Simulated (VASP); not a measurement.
# P (P4/mmm) in VASP: notebook, part 2 of 4

VASP 6.6.1. The steps go on from the part before.

### 3 Single point, r2SCAN (strain -0.030 along x and y, -0.015 along z)

File POSCAR:

```
P
1.0
    4.1447177117      0.0000000000      0.0000000000
    0.0000000000      4.1447177117      0.0000000000
    0.0000000000      0.0000000000      4.3123300000
P
1
Direct
    0.0000000000      0.0000000000      0.0000000000
```

File INCAR.step1:

```
SYSTEM = P
PREC = Accurate
ENCUT = 520
ISMEAR = 0
SIGMA = 0.15
LREAL = .FALSE.
LASPH = .TRUE.
NELM = 100
NBANDS = 8
GGA = PE
ALGO = Normal
EDIFF = 1E-4
LWAVE = .TRUE.
LCHARG = .FALSE.
```

File INCAR.step2:

```
SYSTEM = P
PREC = Accurate
ENCUT = 520
EDIFF = 1E-7
ISMEAR = 0
SIGMA = 0.15
LREAL = .FALSE.
LASPH = .TRUE.
NELM = 100
ALGO = Normal
ISIF = 2
LWAVE = .FALSE.
LCHARG = .FALSE.
METAGGA = R2SCAN
LMIXTAU = .TRUE.
NBANDS = 8
ISTART = 1
```

File KPOINTS:

```
regular mesh
0
G
  12 12 12
  0 0 0
```

Potentials or basis: VASP PAW PBE potentials, release 64 (P).

Started as:

```bash
$ cat potpaw_PBE.64/P/POTCAR > POTCAR
$ cp INCAR.step1 INCAR
$ mpirun -np 1 vasp_std > vasp.out
$ cp INCAR.step2 INCAR
$ mpirun -np 1 vasp_std > vasp.out
```

OUTCAR:

```text
SYSTEM = P
   PREC = Accurate
   ENCUT = 520
   EDIFF = 1E-7
   ISMEAR = 0
   LREAL = .FALSE.
   LASPH = .TRUE.
   NELM = 100
   ISIF = 2
   METAGGA = R2SCAN
   ISTART = 1

 ion  position               nearest neighbor table
   1  0.000  0.000  0.000-

  LATTYP: Found a simple tetragonal cell.
 ALAT       =     4.1447177117
 C/A-ratio  =     1.0404399768

  Lattice vectors:

 A1 = (   4.1447177117,   0.0000000000,   0.0000000000)
 A2 = (   0.0000000000,   4.1447177117,   0.0000000000)
 A3 = (   0.0000000000,   0.0000000000,   4.3123300000)

Analysis of symmetry for initial positions (statically):
=====================================================================
 Subroutine PRICEL returns:
 Original cell was already a primitive cell.

 Routine SETGRP: Setting up the symmetry group for a
 simple tetragonal supercell.

 Subroutine GETGRP returns: Found 16 space group operations
 (whereof 16 operations were pure point group operations)
 out of a pool of 16 trial point group operations.

The static configuration has the point symmetry D_4h.

Analysis of symmetry for dynamics (positions and initial velocities):
=====================================================================
 Subroutine PRICEL returns:
 Original cell was already a primitive cell.

 Routine SETGRP: Setting up the symmetry group for a
 simple tetragonal supercell.

 Subroutine GETGRP returns: Found 16 space group operations
 (whereof 16 operations were pure point group operations)
 out of a pool of 16 trial point group operations.

The dynamic configuration has the point symmetry D_4h.

 Subroutine INISYM returns: Found 16 space group operations
 (whereof 16 operations are pure point group operations),
 and found     1 'primitive' translations

----------------------------------------------------------------------------------------

                                     Primitive cell

  volume of cell :      74.0802

  direct lattice vectors                    reciprocal lattice vectors
     4.144717712  0.000000000  0.000000000     0.241270955  0.000000000  0.000000000
     0.000000000  4.144717712  0.000000000     0.000000000  0.241270955  0.000000000
     0.000000000  0.000000000  4.312330000     0.000000000  0.000000000  0.231893199

  length of vectors
     4.144717712  4.144717712  4.312330000     0.241270955  0.241270955  0.231893199

  position of ions in fractional coordinates (direct lattice)
     0.000000000  0.000000000  0.000000000

  ion indices of the primitive-cell ions
   primitive index   ion index
                 1           1

----------------------------------------------------------------------------------------

 KPOINTS: regular mesh

Automatic generation of k-mesh.
 Grid dimensions read from file:
 generate k-points for:   12   12   12

 Generating k-lattice:

  Cartesian coordinates                     Fractional coordinates (reciprocal lattice)
     0.020105913  0.000000000  0.000000000     0.083333333  0.000000000  0.000000000
     0.000000000  0.020105913  0.000000000     0.000000000  0.083333333  0.000000000
     0.000000000  0.000000000  0.019324433     0.000000000  0.000000000  0.083333333

  Length of vectors
     0.020105913  0.020105913  0.019324433

  Shift w.r.t. Gamma in fractional coordinates (k-lattice)
     0.000000000  0.000000000  0.000000000

 Subroutine IBZKPT returns following result:
 ===========================================

 Found    196 irreducible k-points:

 Following reciprocal coordinates:
            Coordinates               Weight
  0.000000  0.000000  0.000000      1.000000
  0.083333  0.000000  0.000000      4.000000
  0.166667  0.000000  0.000000      4.000000
  0.250000  0.000000  0.000000      4.000000
  0.333333  0.000000  0.000000      4.000000
  0.416667  0.000000  0.000000      4.000000
[... 16 lines left out ...]
  0.333333  0.333333  0.000000      4.000000
  0.416667  0.333333  0.000000      8.000000
 [... further k-points ...]
   k-points           NKPTS =    196   k-points in BZ     NKDIM =    196   number of bands    NBANDS=      8
   number of dos      NEDOS =    301   number of ions     NIONS =      1
   total plane-waves  NPLWV =  32768
   dimension x,y,z NGX =    32 NGY =   32 NGZ =   32
   dimension x,y,z NGXF=    64 NGYF=   64 NGZF=   64
   ions per type =               1
   NGX,Y,Z   is equivalent  to a cutoff of  12.84, 12.84, 12.34 a.u.
   NGXF,Y,Z  is equivalent  to a cutoff of  25.67, 25.67, 24.67 a.u.
 SYSTEM =  P
   PREC   = accura    normal or accurate (medium, high low for compatibility)
   ISTART =      1    job   : 0-new  1-cont  2-samecut
   ICHARG =      0    charge: 1-file 2-atom 10-const
   ISPIN  =      1    spin polarized calculation?
   LNONCOLLINEAR =      F non collinear calculations
   LSORBIT =      F    spin-orbit coupling
   LASPH  =      T    aspherical Exc in radial PAW
   ENCUT  =  520.0 eV  38.22 Ry    6.18 a.u.   7.71  7.71  8.02*2*pi/ulx,y,z
   NELM   =    100;   NELMIN=  2; NELMDL=  0     # of ELM steps
   EDIFF  = 0.1E-06   stopping-criterion for ELM
   LREAL  =      F    real-space projection
   EDIFFG = 0.1E-05   stopping-criterion for IOM
   NSW    =      0    number of steps for IOM
   IBRION =     -1    ionic relax: 0-MD 1-quasi-New 2-CG
   NFREE  =      0    steps in history (QN), initial steepest desc. (CG)
   ISIF   =      2    stress and relaxation
   ISYM   =      2    0-nonsym 1-usesym 2-fastsym
   POTIM  = 0.5000    time-step for ionic-motion
   TEBEG  =    0.0;   TEEND  =   0.0 temperature during run
   PSTRESS=    0.0 pullay stress
   NELECT =       5.0000    total number of electrons
   NUPDOWN=      -1.0000    fix difference up-down
   EMIN   =  10.00;   EMAX   =-10.00  energy-range for DOS
   EFERMI =   0.00;   METHOD = LEGACY
   ISMEAR =     0;   SIGMA  =   0.15  broadening in eV -4-tet -1-fermi 0-gaus
   EFERMI_NEDOS =   21; number of points for ismear=-14 and -15
   IALGO  =     38    algorithm
   IMIX   =      4    mixing-type and parameters
     AMIX     =   0.40;   BMIX     =  1.00
     AMIX_MAG =   1.60;   BMIX_MAG =  1.00
  volume/ion in A,a.u.               =      74.08       499.92
  Fermi-wavevector in a.u.,A,eV,Ry     =   0.666547  1.259591  6.044866  0.444285
  Thomas-Fermi vector in A             =   1.740882
   LORBIT       =      0    0 simple, 1 ext, 2 COOP (PROOUT), +10 PAW based schemes
   METAGGA = R2SCAN    functional components
   LHFCALC =     F    Hartree Fock is set to
   AEXX    =    0.0000 exact exchange contribution
   IVDW    =     0    specifies the selected vdW correction
   LEPSILON=     F    determine dielectric tensor
   LRPA    =     F    only Hartree local field effects (RPA)
 non-spin polarized calculation
 Gauss-broadening in eV      SIGMA  =   0.15
  energy-cutoff  :      520.00
  volume of cell :       74.08
 maximum number of plane-waves:      2020
 NGX is ok and might be reduce to    32
   NGX = 15   NGY = 15   NGZ = 17

 number of electron       5.0000000 magnetization

 Free energy of the ion-electron system (eV)
  ---------------------------------------------------
  ext. energy  EPLUGINS =         0.00000000
  ---------------------------------------------------
  free energy    TOTEN  =        -4.48743198 eV

  energy without entropy =       -4.45515641  energy(sigma->0) =       -4.47129419

 E-fermi :  -3.0256     XC(G=0):  -5.4386

 val. band max:       -3.0352423387   @ k =   0.2500   0.2500   0.1667
 cond. band min:      -3.0249267240   @ k =   0.5000   0.5000   0.3333
 fundamental gap:      0.0103156147
 Fermi energy:        -3.0256445923

 k-point     1 :       0.0000    0.0000    0.0000
  band No.  band energies     occupation
      1     -12.2791      2.00000
      2      -2.5442      0.00001
      3      -2.3322      0.00000
      4      -2.3322      0.00000
      5       2.1171      0.00000
      6       5.0303      0.00000
      7       5.1727      0.00000
      8      10.0532      0.00000
[... 243 lines left out ...]
 k-point    24 :       0.4167    0.3333    0.0000
  band No.  band energies     occupation
      1     -11.8937      2.00000
      2      -3.6775      2.00000
      3      -3.3625      1.99851
      4      -2.2305      0.00000
      5       3.6325      0.00000
      6       5.4159      0.00000
      7       7.4887      0.00000
      8       7.6594      0.00000

 [... further k-points ...]
[... 5 lines left out ...]
  --------------------------------------------------------------------------------------
  -------------------------------------------------------------------------------------
  Total       -2.2769479     -2.2769479     -1.9401896      0.0000000      0.0000000      0.0000000
  in kB      -49.2449586    -49.2449586    -41.9616781      0.0000000      0.0000000      0.0000000
  external PRESSURE =     -46.8171984 kB  Pullay stress =       0.0000000 kB

 VOLUME and BASIS-vectors are now :
 -----------------------------------------------------------------------------
  energy-cutoff  :      520.00
  volume of cell :       74.08
      direct lattice vectors                 reciprocal lattice vectors
     4.144717712  0.000000000  0.000000000     0.241270955  0.000000000  0.000000000
     0.000000000  4.144717712  0.000000000     0.000000000  0.241270955  0.000000000
     0.000000000  0.000000000  4.312330000     0.000000000  0.000000000  0.231893199

 POSITION                                       TOTAL-FORCE (eV/Angst)
 -----------------------------------------------------------------------------------
      0.00000      0.00000      0.00000         0.000000      0.000000      0.000000
 -----------------------------------------------------------------------------------
    total drift:                                0.000000      0.000000      0.000000

  FREE ENERGIE OF THE ION-ELECTRON SYSTEM (eV)
  ---------------------------------------------------
  free  energy   TOTEN  =        -4.4874319754 eV

  energy  without entropy=       -4.4551564145  energy(sigma->0) =       -4.47129419
```

Wall time 6.7 min (1 thread of Oxide Virtual Turin-like, shared host); peak memory 0.21 GiB.

Results:

```yaml
Free_energy: -4.4874 eV
Pressure: -4.7 GPa
Band_gap_on_the_k_mesh: zero (an odd number of electrons rules out a gap without spin polarisation)
```

Caveat: the cell differs from its parent crystal (strain -0.030 along x and y, -0.015 along z); the cell stands under tension; the nearest neighbours stand farther apart than a usual bond; the PAW data sets were made with another functional, which shifts forces and pressure a little; an odd number of electrons without spin polarisation forces a metal; a magnetic or distorted state may lie lower.

### 4 Single point, r2SCAN (strain -0.030 along x and y, +0.000 along z)

Changes to POSCAR since step 3:

```diff
@@ -4,3 +4,3 @@
     0.0000000000      4.1447177117      0.0000000000
-    0.0000000000      0.0000000000      4.3123300000
+    0.0000000000      0.0000000000      4.3780000000
 P
```

File INCAR.step1:

```
PREC = Accurate ; ENCUT = 520
ISMEAR = 0 ; SIGMA = 0.15
LREAL = F ; LASPH = T
NELM = 100 ; NBANDS = 8
GGA = PE ; ALGO = Normal
EDIFF = 1E-4 ; LWAVE = T
LCHARG = F
```

File INCAR.step2:

```
PREC = Accurate ; ENCUT = 520
EDIFF = 1E-7 ; ISMEAR = 0
SIGMA = 0.15 ; LREAL = F
LASPH = T ; NELM = 100
ALGO = Normal ; ISIF = 2
LWAVE = F ; LCHARG = T
METAGGA = R2SCAN ; LMIXTAU = T
LELF = T ; LVHAR = T
NBANDS = 8 ; ISTART = 1
```

File KPOINTS:

```
regular mesh
0
Gamma
  12 12 12
```

Started as:

```bash
$ cat potpaw_PBE.64/P/POTCAR > POTCAR
$ cp INCAR.step1 INCAR
$ mpirun -np 1 vasp_std > vasp.out
$ cp INCAR.step2 INCAR
$ mpirun -np 1 vasp_std > vasp.out
```

Run time: 9.1 min. Hardware: 1 thread of Oxide Virtual Turin-like, shared host; peak memory 0.21 GiB.

It converged, with:

- Free energy: -4.4591 eV
- Pressure: -4.5 GPa
- Band gap on the k mesh: zero (an odd number of electrons rules out a gap without spin polarisation)

Stress tensor (GPa, compression positive):
```
-4.87  0.00  0.00
 0.00 -4.87  0.00
 0.00  0.00 -3.87
```

Levels at points of the mesh, in eV from the Fermi level:
```csv
k point,band 1,band 2,band 3,band 4,band 5
"(0.00, 0.00, 0.00)",-9.24,0.42,0.70,0.70,5.12
"(0.50, 0.00, 0.00)",-9.01,-0.99,0.62,0.88,7.27
"(0.50, 0.50, 0.00)",-8.78,-0.63,-0.63,0.80,6.17
"(0.00, 0.00, 0.50)",-9.09,-0.87,0.82,0.82,7.22
"(0.50, 0.00, 0.50)",-8.87,-0.72,-0.50,0.99,6.11
"(0.50, 0.50, 0.50)",-8.66,-0.42,-0.42,-0.20,7.29
```

Caveat: the cell differs from its parent crystal (strain -0.030 along x and y, +0.000 along z); the cell stands under tension; the nearest neighbours stand farther apart than a usual bond; the PAW data sets were made with another functional, which shifts forces and pressure a little; an odd number of electrons without spin polarisation forces a metal; a magnetic or distorted state may lie lower.

[end of part 2 of 4]
